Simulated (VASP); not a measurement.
A run of VASP 6.6.1 is set up as follows.

Contents of INCAR:

```
PREC     = Accurate       # precision mode
ENCUT    = 520            # plane-wave cutoff, eV
EDIFF    = 1E-6           # SCF threshold, eV
ISMEAR   = -1             # smearing method
SIGMA    = 0.1            # smearing width, eV
LREAL    = F              # projectors in reciprocal space
LASPH    = T              # aspherical terms in the spheres
NELM     = 100            # most SCF steps
ALGO     = Normal         # electronic algorithm
ISIF     = 2              # what is computed and relaxed
LWAVE    = F              # write WAVECAR
LCHARG   = F              # write CHGCAR
GGA      = CA             # functional
NBANDS   = 15             # bands
```

Contents of KPOINTS:

```
regular mesh
0
Gamma
  12 12 12
```

The input POSCAR:

```
RbBr
1.0
    3.6183214386      0.0000000000      0.0000000000
    0.0000000000      3.6183214386      0.0000000000
    0.0000000000      0.0000000000      3.6183214386
Rb Br
1 1
Direct
    0.0000000000      0.0000000000      0.0000000000
    0.5000000000      0.5000000000      0.5000000000
```

Potentials or basis: VASP PAW LDA potentials, release 64 (Rb_sv, Br).

Launch:

```sh
$ cat potpaw_LDA.64/Rb_sv/POTCAR potpaw_LDA.64/Br/POTCAR > POTCAR
$ mpirun -np 1 vasp_std > vasp.out
```

Q: Predict the pressure.

A: 12.8 GPa.

Q: Estimate the band gap on the k mesh.

A: 4.45 eV, indirect (least direct gap 4.51 eV).

 A k mesh can miss the band edges.
